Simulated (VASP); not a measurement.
# Cr (Pm-3m) in VASP: notebook

Runs on Cr. Level: r2SCAN. Tasks: single point, relaxation of cell and atoms.

Program: VASP 6.6.1. These are calculated values, not measurements. Logs are shortened: lines on timing, memory, paths and dates and some standing lists are left out, and cuts for length are marked.

## (1) The cell of the first run

The structure is cubic, space group Pm-3m (No. 221). The conventional cell has a = 2.316 Å, b = 2.316 Å, c = 2.316 Å, α = 90.00°, β = 90.00°, γ = 90.00°. Within 3.1 Å of Cr (site symmetry m-3m) lie 6 Cr at 2.32 Å.

This isn't the form of Cr at room conditions, which is bcc.

## (2) Single point, r2SCAN, collinear spin, ferromagnetic start

The input, POSCAR:

```
Cr
1.0
    2.3160763298      0.0000000000      0.0000000000
    0.0000000000      2.3160763298      0.0000000000
    0.0000000000      0.0000000000      2.3160763298
Cr
1
Direct
    0.0000000000      0.0000000000      0.0000000000
```

The input, INCAR.step1:

```
PREC = Accurate
ENCUT = 520
ISMEAR = -1
SIGMA = 0.05
LREAL = False
LASPH = True
NELM = 150
ISPIN = 2
MAGMOM = 1.5
LMAXMIX = 4
NBANDS = 16
GGA = PE
ALGO = Normal
EDIFF = 1E-4
LWAVE = True
LCHARG = False
```

The input, INCAR.step2:

```
PREC = Accurate
ENCUT = 520
EDIFF = 1E-6
ISMEAR = -1
SIGMA = 0.05
LREAL = False
LASPH = True
NELM = 150
ALGO = Normal
ISIF = 2
LWAVE = False
LCHARG = False
ISPIN = 2
MAGMOM = 1.5
LORBIT = 11
LMAXMIX = 4
METAGGA = R2SCAN
LMIXTAU = True
NBANDS = 16
ISTART = 1
```

The input, KPOINTS:

```
regular mesh
0
Gamma
  22 22 22
```

Potentials or basis: VASP PAW PBE potentials, release 64 (Cr_pv).

Launch:

```bash
$ cat potpaw_PBE.64/Cr_pv/POTCAR > POTCAR
$ cp INCAR.step1 INCAR
$ mpirun -np 1 vasp_std > vasp.out
$ cp INCAR.step2 INCAR
$ mpirun -np 1 vasp_std > vasp.out
```

OUTCAR:

```text
PREC = Accurate
   ENCUT = 520
   EDIFF = 1E-6
   ISMEAR = -1
   LREAL = False
   LASPH = True
   NELM = 150
   ISIF = 2
   ISPIN = 2
   LORBIT = 11
   METAGGA = R2SCAN
   ISTART = 1

 ion  position               nearest neighbor table
   1  0.000  0.000  0.000-

  LATTYP: Found a simple cubic cell.
 ALAT       =     2.3160763298

  Lattice vectors:

 A1 = (   2.3160763298,   0.0000000000,   0.0000000000)
 A2 = (   0.0000000000,   2.3160763298,   0.0000000000)
 A3 = (   0.0000000000,   0.0000000000,   2.3160763298)

Analysis of symmetry for initial positions (statically):
=====================================================================
 Subroutine PRICEL returns:
 Original cell was already a primitive cell.

 Routine SETGRP: Setting up the symmetry group for a
 simple cubic supercell.

 Subroutine GETGRP returns: Found 48 space group operations
 (whereof 48 operations were pure point group operations)
 out of a pool of 48 trial point group operations.

The static configuration has the point symmetry O_h .

Analysis of symmetry for dynamics (positions and initial velocities):
=====================================================================
 Subroutine PRICEL returns:
 Original cell was already a primitive cell.

 Routine SETGRP: Setting up the symmetry group for a
 simple cubic supercell.

 Subroutine GETGRP returns: Found 48 space group operations
 (whereof 48 operations were pure point group operations)
 out of a pool of 48 trial point group operations.

The dynamic configuration has the point symmetry O_h .

Analysis of structural, dynamic, and magnetic symmetry:
=====================================================================
 Subroutine PRICEL returns:
 Original cell was already a primitive cell.

 Routine SETGRP: Setting up the symmetry group for a
 simple cubic supercell.

 Subroutine GETGRP returns: Found 48 space group operations
 (whereof 48 operations were pure point group operations)
 out of a pool of 48 trial point group operations.

The overall configuration has the point symmetry O_h .

 Subroutine INISYM returns: Found 48 space group operations
 (whereof 48 operations are pure point group operations),
 and found     1 'primitive' translations

----------------------------------------------------------------------------------------

                                     Primitive cell

  volume of cell :      12.4239

  direct lattice vectors                    reciprocal lattice vectors
     2.316076330  0.000000000  0.000000000     0.431764699  0.000000000  0.000000000
     0.000000000  2.316076330  0.000000000     0.000000000  0.431764699  0.000000000
     0.000000000  0.000000000  2.316076330     0.000000000  0.000000000  0.431764699

  length of vectors
     2.316076330  2.316076330  2.316076330     0.431764699  0.431764699  0.431764699

  position of ions in fractional coordinates (direct lattice)
     0.000000000  0.000000000  0.000000000

  ion indices of the primitive-cell ions
   primitive index   ion index
                 1           1

----------------------------------------------------------------------------------------

 KPOINTS: regular mesh

Automatic generation of k-mesh.
 Grid dimensions read from file:
 generate k-points for:   22   22   22

 Generating k-lattice:

  Cartesian coordinates                     Fractional coordinates (reciprocal lattice)
     0.019625668  0.000000000  0.000000000     0.045454545  0.000000000  0.000000000
     0.000000000  0.019625668  0.000000000     0.000000000  0.045454545  0.000000000
     0.000000000  0.000000000  0.019625668     0.000000000  0.000000000  0.045454545

  Length of vectors
     0.019625668  0.019625668  0.019625668

  Shift w.r.t. Gamma in fractional coordinates (k-lattice)
     0.000000000  0.000000000  0.000000000

 Subroutine IBZKPT returns following result:
 ===========================================

 Found    364 irreducible k-points:

 Following reciprocal coordinates:
            Coordinates               Weight
  0.000000  0.000000  0.000000      1.000000
  0.045455  0.000000  0.000000      6.000000
  0.090909  0.000000  0.000000      6.000000
  0.136364  0.000000  0.000000      6.000000
  0.181818  0.000000  0.000000      6.000000
  0.227273  0.000000  0.000000      6.000000
[... 16 lines left out ...]
  0.500000  0.045455  0.000000     12.000000
  0.090909  0.090909  0.000000     12.000000
 [... further k-points ...]
   k-points           NKPTS =    364   k-points in BZ     NKDIM =    364   number of bands    NBANDS=     16
   number of dos      NEDOS =    301   number of ions     NIONS =      1
   total plane-waves  NPLWV =   5832
   dimension x,y,z NGX =    18 NGY =   18 NGZ =   18
   dimension x,y,z NGXF=    36 NGYF=   36 NGZF=   36
   ions per type =               1
   NGX,Y,Z   is equivalent  to a cutoff of  12.92, 12.92, 12.92 a.u.
   NGXF,Y,Z  is equivalent  to a cutoff of  25.84, 25.84, 25.84 a.u.
 SYSTEM =  unknown system
   PREC   = accura    normal or accurate (medium, high low for compatibility)
   ISTART =      1    job   : 0-new  1-cont  2-samecut
   ICHARG =      0    charge: 1-file 2-atom 10-const
   ISPIN  =      2    spin polarized calculation?
   LNONCOLLINEAR =      F non collinear calculations
   LSORBIT =      F    spin-orbit coupling
   LASPH  =      T    aspherical Exc in radial PAW
   ENCUT  =  520.0 eV  38.22 Ry    6.18 a.u.   4.31  4.31  4.31*2*pi/ulx,y,z
   NELM   =    150;   NELMIN=  2; NELMDL=  0     # of ELM steps
   EDIFF  = 0.1E-05   stopping-criterion for ELM
   LREAL  =      F    real-space projection
   EDIFFG = 0.1E-04   stopping-criterion for IOM
   NSW    =      0    number of steps for IOM
   IBRION =     -1    ionic relax: 0-MD 1-quasi-New 2-CG
   NFREE  =      0    steps in history (QN), initial steepest desc. (CG)
   ISIF   =      2    stress and relaxation
   ISYM   =      2    0-nonsym 1-usesym 2-fastsym
   POTIM  = 0.5000    time-step for ionic-motion
   TEBEG  =    0.0;   TEEND  =   0.0 temperature during run
   PSTRESS=    0.0 pullay stress
   NELECT =      12.0000    total number of electrons
   NUPDOWN=      -1.0000    fix difference up-down
   EMIN   =  10.00;   EMAX   =-10.00  energy-range for DOS
   EFERMI =   0.00;   METHOD = LEGACY
   ISMEAR =    -1;   SIGMA  =   0.05  broadening in eV -4-tet -1-fermi 0-gaus
   EFERMI_NEDOS =   21; number of points for ismear=-14 and -15
   IALGO  =     38    algorithm
   IMIX   =      4    mixing-type and parameters
     AMIX     =   0.40;   BMIX     =  1.00
     AMIX_MAG =   1.60;   BMIX_MAG =  1.00
  volume/ion in A,a.u.               =      12.42        83.84
  Fermi-wavevector in a.u.,A,eV,Ry     =   1.618263  3.058073 35.630589  2.618774
  Thomas-Fermi vector in A             =   2.712554
   LORBIT       =     11    0 simple, 1 ext, 2 COOP (PROOUT), +10 PAW based schemes
   METAGGA = R2SCAN    functional components
   LHFCALC =     F    Hartree Fock is set to
   AEXX    =    0.0000 exact exchange contribution
   IVDW    =     0    specifies the selected vdW correction
   LEPSILON=     F    determine dielectric tensor
   LRPA    =     F    only Hartree local field effects (RPA)
 spin polarized calculation
  energy-cutoff  :      520.00
  volume of cell :       12.42
 maximum number of plane-waves:       356
 NGX is ok and might be reduce to    18

 number of electron      11.9999991 magnetization       0.0004443

 number of electron      11.9999991 magnetization      -0.0000274

 Free energy of the ion-electron system (eV)
  ---------------------------------------------------
  ext. energy  EPLUGINS =         0.00000000
  ---------------------------------------------------
  free energy    TOTEN  =       -13.73071158 eV

  energy without entropy =      -13.71967666  energy(sigma->0) =      -13.72519412

 E-fermi :  10.0745     XC(G=0): -14.3223

 val. band max:       10.0647100015   @ k =   0.4545   0.2727   0.0455
 cond. band min:      10.0757952930   @ k =   0.5000   0.5000   0.1364
 fundamental gap:      0.0110852915
 Fermi energy:        10.0744742396

 spin component 1

 k-point     1 :       0.0000    0.0000    0.0000
  band No.  band energies     occupation
      1     -34.0553      1.00000
      2     -34.0553      1.00000
      3     -34.0553      1.00000
      4       2.0603      1.00000
      5       6.4415      1.00000
      6       6.4416      1.00000
[... 8 lines left out ...]
     15      35.9055      0.00000
     16      40.3255      0.00000

 k-point     2 :       0.0455    0.0000    0.0000
  band No.  band energies     occupation
      1     -34.0803      1.00000
      2     -34.0532      1.00000
      3     -34.0532      1.00000
      4       2.1316      1.00000
      5       6.4572      1.00000
      6       6.4942      1.00000
[... 8 lines left out ...]
     15      36.4224      0.00000
     16      40.6723      0.00000
[... 387 lines left out ...]
      5       7.3233      1.00000
      6       8.8743      1.00000
[... 8 lines left out ...]
     15      39.8649      0.00000
     16      41.3158      0.00000

 k-point    24 :       0.0909    0.0909    0.0000
  band No.  band energies     occupation
      1     -34.1506      1.00000
      2     -34.1378      1.00000
      3     -34.0389      1.00000
      4       2.6189      1.00000
      5       6.6365      1.00000
      6       6.7872      1.00000
[... 8 lines left out ...]
     15      38.4730      0.00000
     16      42.7227      0.00000

 [... further k-points ...]

 spin component 2

 k-point     1 :       0.0000    0.0000    0.0000
  band No.  band energies     occupation
      1     -34.0553      1.00000
      2     -34.0553      1.00000
      3     -34.0553      1.00000
      4       2.0603      1.00000
      5       6.4415      1.00000
      6       6.4415      1.00000
[... 8 lines left out ...]
     15      35.9055      0.00000
     16      40.3255      0.00000

 k-point     2 :       0.0455    0.0000    0.0000
  band No.  band energies     occupation
      1     -34.0803      1.00000
      2     -34.0532      1.00000
      3     -34.0532      1.00000
      4       2.1316      1.00000
      5       6.4572      1.00000
      6       6.4942      1.00000
[... 8 lines left out ...]
     15      36.4224      0.00000
     16      40.6723      0.00000
[... 387 lines left out ...]
      5       7.3233      1.00000
      6       8.8743      1.00000
[... 8 lines left out ...]
     15      39.8649      0.00000
     16      41.3157      0.00000

 k-point    24 :       0.0909    0.0909    0.0000
  band No.  band energies     occupation
      1     -34.1507      1.00000
      2     -34.1378      1.00000
      3     -34.0390      1.00000
      4       2.6189      1.00000
      5       6.6365      1.00000
      6       6.7872      1.00000
[... 8 lines left out ...]
     15      38.4730      0.00000
     16      42.7227      0.00000

 [... further k-points ...]
[... 5 lines left out ...]
  --------------------------------------------------------------------------------------
  -------------------------------------------------------------------------------------
  Total        0.1503440      0.1503440      0.1503440     -0.0000000     -0.0000000     -0.0000000
  in kB       19.3882200     19.3882200     19.3882200     -0.0000000     -0.0000000     -0.0000000
  external PRESSURE =      19.3882200 kB  Pullay stress =       0.0000000 kB

 VOLUME and BASIS-vectors are now :
 -----------------------------------------------------------------------------
  energy-cutoff  :      520.00
  volume of cell :       12.42
      direct lattice vectors                 reciprocal lattice vectors
     2.316076330  0.000000000  0.000000000     0.431764699  0.000000000  0.000000000
     0.000000000  2.316076330  0.000000000     0.000000000  0.431764699  0.000000000
     0.000000000  0.000000000  2.316076330     0.000000000  0.000000000  0.431764699

 POSITION                                       TOTAL-FORCE (eV/Angst)
 -----------------------------------------------------------------------------------
      0.00000      0.00000      0.00000         0.000000      0.000000      0.000000
 -----------------------------------------------------------------------------------
    total drift:                               -0.000000      0.000000      0.000000

  FREE ENERGIE OF THE ION-ELECTRON SYSTEM (eV)
  ---------------------------------------------------
  free  energy   TOTEN  =       -13.7307115814 eV

  energy  without entropy=      -13.7196766629  energy(sigma->0) =      -13.72519412

 total charge

# of ion       s       p       d       tot
------------------------------------------
    1        0.687   6.327   4.348  11.362

 magnetization (x)

# of ion       s       p       d       tot
------------------------------------------
    1       -0.000  -0.000  -0.000  -0.000
```

It took 8.7 min on 1 thread of Intel Xeon 8259CL, shared host; peak memory 0.22 GiB.

What came out:

```
Free energy                                           : -13.7307 eV
Pressure                                              : 1.9 GPa
Band gap on the k mesh                                : zero (filled and empty bands overlap)
Net moment                                            : 0.00 μB per cell
Valence electrons inside the program's atomic spheres : Cr 11.36
```

Caveat: the moments typed at the start vanished in this run; the PAW data sets were made with another functional, which shifts forces and pressure a little.

## (3) Relaxation of cell and atoms, r2SCAN, collinear spin, ferromagnetic start

This run uses another cell than the first one, of 12.95 Å³/atom.

The input, POSCAR:

```
Cr
1.0
    2.3484326893      0.0000000000      0.0000000000
    0.0000000000      2.3484326893      0.0000000000
    0.0000000000      0.0000000000      2.3484326893
Cr
1
Direct
    0.0000000000      0.0000000000      0.0000000000
```

The input, INCAR.step1:

```
PREC = Accurate ; ENCUT = 600
ISMEAR = -1 ; SIGMA = 0.05
LREAL = False ; LASPH = True
NELM = 150 ; ISPIN = 2
MAGMOM = 1.5 ; LMAXMIX = 4
GGA = PE ; ALGO = Normal
EDIFF = 1E-4 ; LWAVE = True
LCHARG = False
```

The input, INCAR.step2:

```
PREC = Accurate ; ENCUT = 600
EDIFF = 1E-7 ; ISMEAR = -1
SIGMA = 0.05 ; LREAL = False
LASPH = True ; NELM = 150
ALGO = Normal ; ISIF = 3
LWAVE = False ; LCHARG = False
ISPIN = 2 ; MAGMOM = 1.5
LORBIT = 11 ; LMAXMIX = 4
METAGGA = R2SCAN ; LMIXTAU = True
IBRION = 2 ; NSW = 80
EDIFFG = -0.01 ; ISTART = 1
```

The input, KPOINTS:

```
regular mesh
0
Gamma
  13 13 13
```

Potentials or basis: VASP PAW PBE potentials, release 64 (Cr_pv).

Launch:

```bash
$ cat potpaw_PBE.64/Cr_pv/POTCAR > POTCAR
$ cp INCAR.step1 INCAR
$ mpirun -np 1 vasp_std > vasp.out
$ cp INCAR.step2 INCAR
$ mpirun -np 1 vasp_std > vasp.out
```

Run time: 6.5 min. Hardware: 1 thread of Intel Xeon 8259CL, shared host; peak memory 0.16 GiB.

The run converged. Its results:

- Free energy: -13.7349 eV
- Relaxed volume: 12.48 Å³/atom
- Relaxed cell: a = 2.320 Å, b = 2.320 Å, c = 2.320 Å, α = 90.00°, β = 90.00°, γ = 90.00°
- Space group after relaxing (to 0.1 Å): Pm-3m (No. 221)
- Energy gained by relaxing: 10.9 meV/atom
- Ionic steps: 3
- Pressure after relaxing: -0.1 GPa
- Band gap on the k mesh: zero (filled and empty bands overlap)
- Net moment: 0.00 μB per cell
- Valence electrons inside the program's atomic spheres: Cr 11.35

Step by step:
```tsv
step	energy change (eV)	largest force (eV/Å)	pressure (GPa)	volume (Å³)
1	0.0000	0.0000	-7.08	12.95
2	0.0071	0.0000	10.58	11.91
3	-0.0109	0.0000	-0.05	12.48
```

Final structure:
```cif
data_structure
_symmetry_space_group_name_H-M 'P 1'
_symmetry_Int_Tables_number 1
_cell_length_a 2.3197
_cell_length_b 2.3197
_cell_length_c 2.3197
_cell_angle_alpha 90.000
_cell_angle_beta 90.000
_cell_angle_gamma 90.000
_cell_volume 12.48
loop_
_atom_site_label
_atom_site_type_symbol
_atom_site_fract_x
_atom_site_fract_y
_atom_site_fract_z
_atom_site_occupancy
Cr1 Cr 0.00000 0.00000 0.00000 1
```

Levels at points of the mesh, in eV from the Fermi level:
Spin up:
```csv
k point,band 4,band 5,band 6,band 7,band 8,band 9
"(0.00, 0.00, 0.00)",-8.02,-3.63,-3.63,2.75,2.75,2.75
```
Spin down:
| k point | band 3 | band 4 | band 5 | band 6 | band 7 | band 8 | band 9 | band 10 |
| --- | --- | --- | --- | --- | --- | --- | --- | --- |
| (0.00, 0.00, 0.00) | -44.16 | -8.02 | -3.63 | -3.63 | 2.75 | 2.75 | 2.75 | 3.66 |

Caveat: the moments typed at the start vanished in this run; the PAW data sets were made with another functional, which shifts forces and pressure a little.

## (4) Single point, r2SCAN, collinear spin, antiferromagnetic start

This run uses another cell than the first one: it holds 2 atoms, not 1.

The input, POSCAR:

```
Cr
1.0
    0.0000000000      2.5230105846      2.5230105846
    2.5230105846      0.0000000000      2.5230105846
    2.5230105846      2.5230105846      0.0000000000
Cr
2
Direct
    1.0000000000      0.0000000000      0.0000000000
    0.5000000000      0.5000000000      0.5000000000
```

The input, INCAR.step1:

```
SYSTEM = Cr
ALGO     = Normal         ! electronic algorithm
EDIFF    = 1E-5           ! SCF threshold, eV
ENCUT    = 550            ! plane-wave cutoff, eV
GGA      = PE             ! functional
GGA_COMPAT= .False.      
ISMEAR   = -1             ! smearing method
ISPIN    = 2              ! spin polarisation
LASPH    = .True.         ! aspherical terms in the spheres
LCHARG   = .False.        ! write CHGCAR
LMAXMIX  = 4              ! l up to which the mixer works
LREAL    = .False.        ! projectors in reciprocal space
LWAVE    = .True.         ! write WAVECAR
MAGMOM   = 3.175 -3.175   ! initial moments
NBANDS   = 23             ! bands
NELM     = 200            ! most SCF steps
PREC     = Accurate       ! precision mode
SIGMA    = 0.05           ! smearing width, eV
```

The input, INCAR.step2:

```
SYSTEM = Cr
ALGO     = Normal         ! electronic algorithm
EDIFF    = 1E-6           ! SCF threshold, eV
ENCUT    = 550            ! plane-wave cutoff, eV
GGA_COMPAT= .False.      
ISIF     = 2              ! what is computed and relaxed
ISMEAR   = -1             ! smearing method
ISPIN    = 2              ! spin polarisation
ISTART   = 1            
LASPH    = .True.         ! aspherical terms in the spheres
LCHARG   = .True.         ! write CHGCAR
LELF     = .True.         ! ELF
LMAXMIX  = 4              ! l up to which the mixer works
LMIXTAU  = .True.       
LORBIT   = 11             ! projections on sites
LREAL    = .False.        ! projectors in reciprocal space
LVHAR    = .True.       
LWAVE    = .False.        ! write WAVECAR
MAGMOM   = 3.175 -3.175   ! initial moments
METAGGA  = R2SCAN         ! meta-GGA
NBANDS   = 23             ! bands
NELM     = 200            ! most SCF steps
PREC     = Accurate       ! precision mode
SIGMA    = 0.05           ! smearing width, eV
```

The input, KPOINTS:

```
k-points
0
Gamma
  18 18 18
  0 0 0
```

Launch:

```bash
$ cat potpaw_PBE.64/Cr_pv/POTCAR > POTCAR
$ cp INCAR.step1 INCAR
$ mpirun -np 1 vasp_std > vasp.out
$ cp INCAR.step2 INCAR
$ mpirun -np 1 vasp_std > vasp.out
```

It took 9.4 min on 1 thread of Intel Xeon 6975P-C (Granite Rapids), shared host; peak memory 0.33 GiB.

Results (log left out):

```
Free energy                                           : -28.1634 eV
Pressure                                              : 0.0 GPa
Band gap on the k mesh                                : zero (filled and empty bands overlap)
Net moment                                            : 0.00 μB per cell
Site moments                                          : Cr +3.41, -3.41 μB
Valence electrons inside the program's atomic spheres : Cr 11.01
```

Levels at points of the mesh, in eV from the Fermi level:
Spin up:
```csv
k point,band 9,band 10,band 11,band 12,band 13,band 14,band 15,band 16
"(0.00, 0.00, 0.00)",-2.33,-2.15,-2.15,-2.15,2.06,3.64,3.64,3.64
"(0.50, 0.00, 0.00)",-1.64,-1.64,-0.66,-0.66,0.79,1.59,1.59,2.10
"(0.50, 0.50, 0.00)",-1.78,-0.98,-0.70,-0.44,-0.44,2.07,3.41,3.71
```
Spin down:
```csv
k point,band 8,band 9,band 10,band 11,band 12,band 13,band 14,band 15,band 16,band 17
"(0.00, 0.00, 0.00)",-2.33,-2.33,-2.15,-2.15,-2.15,2.06,3.64,3.64,3.64,4.59
"(0.50, 0.00, 0.00)",-2.57,-1.64,-1.64,-0.66,-0.66,0.79,1.59,1.59,2.10,3.36
"(0.50, 0.50, 0.00)",-2.99,-1.78,-0.98,-0.70,-0.44,-0.44,2.07,3.41,3.71,3.71
```

Caveat: the antiferromagnetic order is the one typed at the start, and another may lie lower; the PAW data sets were made with another functional, which shifts forces and pressure a little.

The gap in the log of VASP goes by the Fermi energy; the results here count the filled bands.